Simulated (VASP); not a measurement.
A run of VASP 6.6.1:

The input INCAR:

```
SYSTEM = AgCl
ALGO = Normal
EDIFF = 1E-8
ENCUT = 630
GGA = PS
GGA_COMPAT = .False.
IBRION = 8
ISIF = 2
ISMEAR = 0
LASPH = .True.
LCHARG = .True.
LEPSILON = .True.
LREAL = .False.
LWAVE = .False.
NELM = 120
NSW = 1
PREC = Accurate
SIGMA = 0.01
```

The input KPOINTS:

```
k-points
0
Gamma
  6 6 6
  0 0 0
```

Contents of POSCAR:

```
AgCl
1.0
    0.0000000000      2.9433595913      2.9433595913
    2.9433595913      0.0000000000      2.9433595913
    2.9433595913      2.9433595913      0.0000000000
Ag Cl
1 1
Direct
    0.0000000000      0.0000000000      0.0000000000
    0.2500000000      0.2500000000      0.2500000000
```

Potentials or basis: VASP PAW PBE potentials, release 64 (Ag_sv_GW, Cl).

The run is started by

```sh
$ cat potpaw_PBE.64/Ag_sv_GW/POTCAR potpaw_PBE.64/Cl/POTCAR > POTCAR
$ mpirun -np 1 vasp_std > vasp.out
```

Hardware: 1 thread of Intel(R) Xeon(R) 6975P-C (Granite Rapids), with other jobs on the host.

Task: Estimate the wall time of this run.

Result: Wall time 6.1 min on 1 thread of Intel(R) Xeon(R) 6975P-C (Granite Rapids) (shared host), peak memory 0.36 GiB. Counts: scf iterations 200, k points 16.
